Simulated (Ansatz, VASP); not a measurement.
KF: VASP beside Ansatz

```
K F
1.0
     3.25895    0.00000    0.00000
     0.00000    3.25895    0.00000
     0.00000    0.00000    3.25895
K F
1 1
Cartesian
  0.0000 0.0000 0.0000
  1.5234 1.7355 1.6295
```

Change from the starting cell: all F atoms moved -0.150 Å, as atom 2 along Cartesian [1 -1 0].

Alike in both runs: task single point; functional PBE; k mesh 8 × 8 × 8; occupations gaussian, width 0.05 eV; no spin polarisation.

```csv
,VASP,Ansatz
version,VASP 6.6.1,Ansatz 0.2.0
potentials or method,"VASP PAW PBE potentials, release 64 (K_sv, F), cutoff 520 eV","scalar-relativistic, plane waves, PAW"
valence electrons in the cell,16,16
```

|  | VASP | Ansatz | Ansatz less VASP |
| --- | --- | --- | --- |
| gap on the k mesh at the Fermi level (eV) | 6.26 | 6.28 | +0.017 |
| least direct gap on the mesh (eV) | 6.31 | 6.33 | +0.016 |
| pressure (GPa) | 0.3 | 0.3 | 0.00 |
| traceless stress, the component that is largest in VASP (GPa) | -0.27 | -0.26 | +0.009 |
| rms of the force components (eV/Å) | 0.073 | 0.069 | -0.0045 |

Atom by atom the forces differ by 0.004 eV/Å (rms over components).
